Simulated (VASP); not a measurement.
# Re (R-3m) in VASP: a series of runs

Re is run at these levels: PBEsol; tasks: single point, relaxation of cell and atoms.

Program: VASP 6.6.1. These are calculated values, not measurements. Logs are shortened: lines on timing, memory, paths and dates and some standing lists are left out, and cuts for length are marked.

## 1. The cell of the first run

The structure is trigonal, space group R-3m (No. 166). The conventional cell has a = 6.351 Å, b = 6.351 Å, c = 16.246 Å, α = 90.00°, β = 90.00°, γ = 120.00°. Within 2.9 Å of Re (site symmetry m) lie 6 Re at 2.16 to 2.33 Å. Re (site symmetry m) has 7 Re at 2.31 to 2.60 Å within 3.0 Å.

## 2. Single point, PBEsol

INCAR

```
PREC = Accurate ; ENCUT = 520
EDIFF = 1E-6 ; ISMEAR = 0
SIGMA = 0.1 ; LREAL = False
LASPH = True ; NELM = 100
ALGO = Normal ; ISIF = 2
LWAVE = False ; LCHARG = False
GGA = PS ; NBANDS = 54
```

KPOINTS

```
regular mesh
0
Gamma
  6 6 6
```

POSCAR

```
Re
1.0
    3.1754610701      1.8333533036      5.4154381741
   -3.1754610701      1.8333533036      5.4154381741
    0.0000000000     -3.6667066072      5.4154381741
Re
12
Direct
    0.0101900000      0.6536100000      0.0101900000
    0.0101900000      0.0101900000      0.6536100000
    0.6536100000      0.0101900000      0.0101900000
    0.9898100000      0.3463900000      0.9898100000
    0.3463900000      0.9898100000      0.9898100000
    0.9898100000      0.9898100000      0.3463900000
    0.2211800000      0.6306000000      0.2211800000
    0.2211800000      0.2211800000      0.6306000000
    0.6306000000      0.2211800000      0.2211800000
    0.7788200000      0.3694000000      0.7788200000
    0.3694000000      0.7788200000      0.7788200000
    0.7788200000      0.7788200000      0.3694000000
```

Potentials or basis: VASP PAW PBE potentials, release 64 (Re).

Command:

```
$ cat potpaw_PBE.64/Re/POTCAR > POTCAR
$ mpirun -np 1 vasp_std > vasp.out
```

OUTCAR:

```text
PREC = Accurate
   ENCUT = 520
   EDIFF = 1E-6
   ISMEAR = 0
   LREAL = False
   LASPH = True
   NELM = 100
   ISIF = 2
   GGA = PS

 ion  position               nearest neighbor table
   1  0.010  0.654  0.010-   4 2.16   2 2.26   3 2.26   7 2.32  11 2.33  12 2.33
   2  0.010  0.010  0.654-   6 2.16   3 2.26   1 2.26   8 2.32  10 2.33  11 2.33
   3  0.654  0.010  0.010-   5 2.16   2 2.26   1 2.26   9 2.32  10 2.33  12 2.33
   4  0.990  0.346  0.990-   1 2.16   6 2.26   5 2.26  10 2.32   9 2.33   8 2.33
   5  0.346  0.990  0.990-   3 2.16   6 2.26   4 2.26  11 2.32   7 2.33   8 2.33
   6  0.990  0.990  0.346-   2 2.16   4 2.26   5 2.26  12 2.32   9 2.33   7 2.33
   7  0.221  0.631  0.221-  11 2.31  12 2.31   1 2.32   5 2.33   6 2.33   8 2.60   9 2.60
   8  0.221  0.221  0.631-  10 2.31  11 2.31   2 2.32   4 2.33   5 2.33   7 2.60   9 2.60
   9  0.631  0.221  0.221-  10 2.31  12 2.31   3 2.32   4 2.33   6 2.33   8 2.60   7 2.60
  10  0.779  0.369  0.779-   9 2.31   8 2.31   4 2.32   3 2.33   2 2.33  12 2.60  11 2.60
  11  0.369  0.779  0.779-   7 2.31   8 2.31   5 2.32   1 2.33   2 2.33  12 2.60  10 2.60
  12  0.779  0.779  0.369-   7 2.31   9 2.31   6 2.32   3 2.33   1 2.33  10 2.60  11 2.60

  LATTYP: Found a trigonal (rhomboedric) cell.
 ALAT       =     6.5400082539
 COS(alpha) =     0.5284942553

  Lattice vectors:

 A1 = (   3.1754610701,   1.8333533036,   5.4154381741)
 A2 = (  -3.1754610701,   1.8333533036,   5.4154381741)
 A3 = (   0.0000000000,  -3.6667066072,   5.4154381741)

Analysis of symmetry for initial positions (statically):
=====================================================================
 Subroutine PRICEL returns:
 Original cell was already a primitive cell.

 Routine SETGRP: Setting up the symmetry group for a
 trigonal (rhombohedral) supercell.

 Subroutine GETGRP returns: Found 12 space group operations
 (whereof 12 operations were pure point group operations)
 out of a pool of 12 trial point group operations.

The static configuration has the point symmetry D_3d.

Analysis of symmetry for dynamics (positions and initial velocities):
=====================================================================
 Subroutine PRICEL returns:
 Original cell was already a primitive cell.

 Routine SETGRP: Setting up the symmetry group for a
 trigonal (rhombohedral) supercell.

 Subroutine GETGRP returns: Found 12 space group operations
 (whereof 12 operations were pure point group operations)
 out of a pool of 12 trial point group operations.

The dynamic configuration has the point symmetry D_3d.

 Subroutine INISYM returns: Found 12 space group operations
 (whereof 12 operations are pure point group operations),
 and found     1 'primitive' translations

----------------------------------------------------------------------------------------

                                     Primitive cell

  volume of cell :     189.1637

  direct lattice vectors                    reciprocal lattice vectors
     3.175461070  1.833353304  5.415438174     0.157457449  0.090908101  0.061552422
    -3.175461070  1.833353304  5.415438174    -0.157457449  0.090908101  0.061552422
     0.000000000 -3.666706607  5.415438174     0.000000000 -0.181816201  0.061552422

  length of vectors
     6.540008254  6.540008254  6.540008254     0.191952681  0.191952681  0.191952681

  position of ions in fractional coordinates (direct lattice)
     0.010190000  0.653610000  0.010190000
     0.010190000  0.010190000  0.653610000
     0.653610000  0.010190000  0.010190000
     0.989810000  0.346390000  0.989810000
     0.346390000  0.989810000  0.989810000
     0.989810000  0.989810000  0.346390000
     0.221180000  0.630600000  0.221180000
     0.221180000  0.221180000  0.630600000
     0.630600000  0.221180000  0.221180000
     0.778820000  0.369400000  0.778820000
     0.369400000  0.778820000  0.778820000
     0.778820000  0.778820000  0.369400000

  ion indices of the primitive-cell ions
   primitive index   ion index
                 1           1
                 2           2
                 3           3
                 4           4
                 5           5
                 6           6
                 7           7
                 8           8
                 9           9
                10          10
                11          11
                12          12

----------------------------------------------------------------------------------------

 KPOINTS: regular mesh

Automatic generation of k-mesh.
 Grid dimensions read from file:
 generate k-points for:    6    6    6

 Generating k-lattice:

  Cartesian coordinates                     Fractional coordinates (reciprocal lattice)
     0.026242908  0.015151350  0.010258737     0.166666667 -0.000000000  0.000000000
    -0.026242908  0.015151350  0.010258737    -0.000000000  0.166666667  0.000000000
     0.000000000 -0.030302700  0.010258737     0.000000000  0.000000000  0.166666667

  Length of vectors
     0.031992113  0.031992113  0.031992113

  Shift w.r.t. Gamma in fractional coordinates (k-lattice)
     0.000000000  0.000000000  0.000000000

 Subroutine IBZKPT returns following result:
 ===========================================

 Found     32 irreducible k-points:

 Following reciprocal coordinates:
            Coordinates               Weight
  0.000000  0.000000  0.000000      1.000000
  0.166667  0.000000 -0.000000      6.000000
  0.333333  0.000000  0.000000      6.000000
  0.500000  0.000000  0.000000      3.000000
  0.166667  0.166667 -0.000000      6.000000
  0.333333  0.166667  0.000000     12.000000
[... 16 lines left out ...]
  0.500000  0.500000  0.166667      6.000000
 -0.333333  0.500000  0.166667     12.000000
 [... further k-points ...]
   k-points           NKPTS =     32   k-points in BZ     NKDIM =     32   number of bands    NBANDS=     54
   number of dos      NEDOS =    301   number of ions     NIONS =     12
   total plane-waves  NPLWV = 125000
   dimension x,y,z NGX =    50 NGY =   50 NGZ =   50
   dimension x,y,z NGXF=   100 NGYF=  100 NGZF=  100
   ions per type =              12
   NGX,Y,Z   is equivalent  to a cutoff of  12.71, 12.71, 12.71 a.u.
   NGXF,Y,Z  is equivalent  to a cutoff of  25.42, 25.42, 25.42 a.u.
 SYSTEM =  unknown system
   PREC   = accura    normal or accurate (medium, high low for compatibility)
   ISTART =      0    job   : 0-new  1-cont  2-samecut
   ICHARG =      2    charge: 1-file 2-atom 10-const
   ISPIN  =      1    spin polarized calculation?
   LNONCOLLINEAR =      F non collinear calculations
   LSORBIT =      F    spin-orbit coupling
   LASPH  =      T    aspherical Exc in radial PAW
   ENCUT  =  520.0 eV  38.22 Ry    6.18 a.u.  12.16 12.16 12.16*2*pi/ulx,y,z
   NELM   =    100;   NELMIN=  2; NELMDL= -5     # of ELM steps
   EDIFF  = 0.1E-05   stopping-criterion for ELM
   LREAL  =      F    real-space projection
   EDIFFG = 0.1E-04   stopping-criterion for IOM
   NSW    =      0    number of steps for IOM
   IBRION =     -1    ionic relax: 0-MD 1-quasi-New 2-CG
   NFREE  =      0    steps in history (QN), initial steepest desc. (CG)
   ISIF   =      2    stress and relaxation
   ISYM   =      2    0-nonsym 1-usesym 2-fastsym
   POTIM  = 0.5000    time-step for ionic-motion
   TEBEG  =    0.0;   TEEND  =   0.0 temperature during run
   PSTRESS=    0.0 pullay stress
   NELECT =      84.0000    total number of electrons
   NUPDOWN=      -1.0000    fix difference up-down
   EMIN   =  10.00;   EMAX   =-10.00  energy-range for DOS
   EFERMI =   0.00;   METHOD = LEGACY
   ISMEAR =     0;   SIGMA  =   0.10  broadening in eV -4-tet -1-fermi 0-gaus
   EFERMI_NEDOS =   21; number of points for ismear=-14 and -15
   IALGO  =     38    algorithm
   IMIX   =      4    mixing-type and parameters
     AMIX     =   0.40;   BMIX     =  1.00
     AMIX_MAG =   1.60;   BMIX_MAG =  1.00
  volume/ion in A,a.u.               =      15.76       106.38
  Fermi-wavevector in a.u.,A,eV,Ry     =   1.248980  2.360229 21.224407  1.559950
  Thomas-Fermi vector in A             =   2.383041
   LORBIT       =      0    0 simple, 1 ext, 2 COOP (PROOUT), +10 PAW based schemes
   GGA     = PS    functional components
   LHFCALC =     F    Hartree Fock is set to
   AEXX    =    0.0000 exact exchange contribution
   IVDW    =     0    specifies the selected vdW correction
   LEPSILON=     F    determine dielectric tensor
   LRPA    =     F    only Hartree local field effects (RPA)
 non-spin polarized calculation
 Gauss-broadening in eV      SIGMA  =   0.10
  energy-cutoff  :      520.00
  volume of cell :      189.16
 maximum number of plane-waves:      5132
 NGX is ok and might be reduce to    50
   NGX = 25   NGY = 25   NGZ = 25

 number of electron      83.9999998 magnetization

 Free energy of the ion-electron system (eV)
  ---------------------------------------------------
  ext. energy  EPLUGINS =         0.00000000
  ---------------------------------------------------
  free energy    TOTEN  =      -124.77392532 eV

  energy without entropy =     -124.73714097  energy(sigma->0) =     -124.75553314

 E-fermi :   7.0306     XC(G=0): -12.8320

 val. band max:        7.0226826810   @ k =   0.5000   0.5000   0.1667
 cond. band min:       7.0339567834   @ k =   0.1667   0.1667  -0.0000
 fundamental gap:      0.0112741024
 Fermi energy:         7.0306007934

 k-point     1 :       0.0000    0.0000    0.0000
  band No.  band energies     occupation
      1      -2.8928      2.00000
      2      -1.5413      2.00000
      3      -0.0661      2.00000
      4       0.7236      2.00000
      5       0.7619      2.00000
      6       0.7619      2.00000
[... 46 lines left out ...]
     53       9.8868      0.00000
     54       9.9592      0.00000

 k-point     2 :       0.1667    0.0000   -0.0000
  band No.  band energies     occupation
      1      -2.6908      2.00000
      2      -1.3663      2.00000
      3       0.0241      2.00000
      4       0.5449      2.00000
      5       0.6878      2.00000
      6       0.7014      2.00000
[... 1246 lines left out ...]
 k-point    24 :      -0.3333    0.5000    0.1667
  band No.  band energies     occupation
      1      -1.2558      2.00000
      2      -0.2572      2.00000
      3       0.0793      2.00000
      4       0.1492      2.00000
      5       0.2173      2.00000
      6       0.4722      2.00000
[... 46 lines left out ...]
     53       9.9260      0.00000
     54      10.0812      0.00000

 [... further k-points ...]
[... 5 lines left out ...]
  --------------------------------------------------------------------------------------
  -------------------------------------------------------------------------------------
  Total      123.7165262    123.7165262    147.6782375      0.0000000     -0.0000000      0.0000000
  in kB     1047.8533078   1047.8533078   1250.8040311      0.0000000     -0.0000000      0.0000000
  external PRESSURE =    1115.5035489 kB  Pullay stress =       0.0000000 kB

 VOLUME and BASIS-vectors are now :
 -----------------------------------------------------------------------------
  energy-cutoff  :      520.00
  volume of cell :      189.16
      direct lattice vectors                 reciprocal lattice vectors
     3.175461070  1.833353304  5.415438174     0.157457449  0.090908101  0.061552422
    -3.175461070  1.833353304  5.415438174    -0.157457449  0.090908101  0.061552422
     0.000000000 -3.666706607  5.415438174     0.000000000 -0.181816201  0.061552422

 POSITION                                       TOTAL-FORCE (eV/Angst)
 -----------------------------------------------------------------------------------
     -2.04316      1.17962      3.64995         5.015449     -2.895671     -2.136176
      0.00000     -2.35923      3.64995         0.000000      5.791341     -2.136176
      2.04316      1.17962      3.64995        -5.015449     -2.895671     -2.136176
      2.04316     -1.17962     12.59636        -5.015449      2.895671      2.136176
     -2.04316     -1.17962     12.59636         5.015449      2.895671      2.136176
      0.00000      2.35923     12.59636         0.000000     -5.791341      2.136176
     -1.30010      0.75061      5.81055         8.992982     -5.192100      2.429809
      0.00000     -1.50122      5.81055         0.000000     10.384201      2.429809
      1.30010      0.75061      5.81055        -8.992982     -5.192100      2.429809
      1.30010     -0.75061     10.43577        -8.992982      5.192100     -2.429809
     -1.30010     -0.75061     10.43577         8.992982      5.192100     -2.429809
      0.00000      1.50122     10.43577         0.000000    -10.384201     -2.429809
 -----------------------------------------------------------------------------------
    total drift:                               -0.000000     -0.000000      0.000000

  FREE ENERGIE OF THE ION-ELECTRON SYSTEM (eV)
  ---------------------------------------------------
  free  energy   TOTEN  =      -124.7739253230 eV

  energy  without entropy=     -124.7371409661  energy(sigma->0) =     -124.75553314
```

It took 7.3 min on 1 thread of AMD EPYC 9R45 (Zen 5), shared host; peak memory 0.45 GiB.

What came out:

| Property | Result |
| --- | --- |
| Free energy | -124.7739 eV |
| Pressure | 111.6 GPa |
| Largest force | 10.665 eV/Å |
| Band gap on the k mesh | zero (band 42 reaches 7.13 eV, above the bottom of band 43 at 6.92 eV) |

Forces on the atoms (eV/Å):
```
Re    5.015  -2.896  -2.136
Re    0.000   5.791  -2.136
Re   -5.015  -2.896  -2.136
Re   -5.015   2.896   2.136
Re    5.015   2.896   2.136
Re    0.000  -5.791   2.136
Re    8.993  -5.192   2.430
Re    0.000  10.384   2.430
Re   -8.993  -5.192   2.430
Re   -8.993   5.192  -2.430
Re    8.993   5.192  -2.430
Re    0.000 -10.384  -2.430
```

Stress tensor (GPa, compression positive):
```
104.79   0.00   0.00
  0.00 104.79   0.00
  0.00   0.00 125.08
```

Levels at points of the mesh, in eV from the Fermi level:
```csv
k point,band 40,band 41,band 42,band 43,band 44,band 45
"(0.00, 0.00, 0.00)",-0.69,-0.23,-0.23,0.41,0.41,0.81
"(0.50, 0.00, 0.00)",-0.38,-0.18,-0.11,0.28,0.33,0.52
"(0.50, 0.50, 0.00)",-0.63,-0.40,0.05,0.05,0.26,0.61
"(0.50, 0.50, 0.50)",-0.31,-0.12,-0.12,0.07,0.77,1.11
```

Caveat: the PAW data sets were made with another functional, which shifts forces and pressure a little; spin-orbit coupling is left out, which moves the levels of the heavy elements.

[end of part 1 of 2]
